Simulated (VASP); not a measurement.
## AlCo: single point with PBE

The system is AlCo, a slab with vacuum.

```
Co Al
1.0
     2.85282    0.00000    0.00000
     0.00000    4.03450    0.00000
     0.00000    0.00000   20.03450
Co Al
3 3
Direct
  0.75000 0.25000 0.40305
  0.75000 0.75000 0.50000
  0.75000 0.25000 0.59695
  0.25000 0.75000 0.39530
  0.25000 0.25000 0.50000
  0.25000 0.75000 0.60470
```

```
Program             : VASP 6.6.1
Task                : single point
Functional          : PBE
Potentials or basis : VASP PAW PBE potentials, release 64 (Co, Al)
Cutoff              : 520 eV
k mesh              : 13 × 9 × 1
Occupations         : fermi-dirac, width 0.1 eV
Spin                : no spin polarisation
```

```yaml
Largest_force: 0.015 eV/Å
Band_gap_on_the_k_mesh: zero (bands 18 and 19 overlap by 0.99 eV)
```

Forces in eV/Å, atoms in the order of the input:
```
Co   0.000  0.000 -0.010
Co   0.000  0.000  0.000
Co   0.000  0.000  0.010
Al   0.000  0.000  0.015
Al   0.000  0.000  0.000
Al   0.000  0.000 -0.015
```

Levels at points of the mesh, in eV from the Fermi level:
```tsv
k point	band 14	band 15	band 16	band 17	band 18	band 19	band 20	band 21	band 22	band 23
(0.00, 0.00, 0.00)	-0.63	-0.56	-0.49	-0.42	-0.41	-0.32	-0.26	1.89	3.52	3.95
```

Wall time 6.7 min on 1 thread of AMD EPYC 9R14 (Zen 4), with other jobs on the host, peak memory 0.39 GiB.

Caveat: the run has no spin polarisation, though such a crystal can be magnetic. Spin polarisation is off, so any magnetic state and its effect on volume and gap are missing.
